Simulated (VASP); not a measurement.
CoO, 4 atoms in the cell. It takes space group P6_3mc (No. 186, hexagonal). Conventional cell: a = 3.167 Å, b = 3.167 Å, c = 5.289 Å, α = 90.00°, β = 90.00°, γ = 120.00°. Co (site symmetry 3m) has 4 O at 1.91 to 1.97 Å within 2.5 Å. Within 2.5 Å of O (site symmetry 3m) lie 4 Co at 1.91 to 1.97 Å. 

- Program: VASP 6.6.1
- Task: single point
- Functional: PBE
- Potentials or basis: VASP PAW PBE potentials, release 64 (Co, O)
- Cutoff: 520 eV
- k mesh: 12 × 12 × 8
- Occupations: gaussian, width 0.01 eV
- Spin: collinear spin, antiferromagnetic start
- Starting moments: [-2.32, 2.32, 0.17, -0.17] μB
- Dipole correction: no
- Further INCAR settings: ALGO = Normal; EDIFF = 1e-06; NBANDS = 27

Potentials or basis: VASP PAW PBE potentials, release 64 (Co, O).

Launch:

```console
$ cat potpaw_PBE.64/Co/POTCAR potpaw_PBE.64/O/POTCAR > POTCAR
$ mpirun -np 1 vasp_std > vasp.out
```

Hardware: 1 thread of Intel(R) Xeon(R) Platinum 8488C (Sapphire Rapids), on a shared host.

Question: How long does it take, and how much memory?

Answer: It took 2.3 min on 1 thread of Intel(R) Xeon(R) Platinum 8488C (Sapphire Rapids), with other jobs on the host, peak memory 0.29 GiB. Counts: scf iterations 16, k points 95.
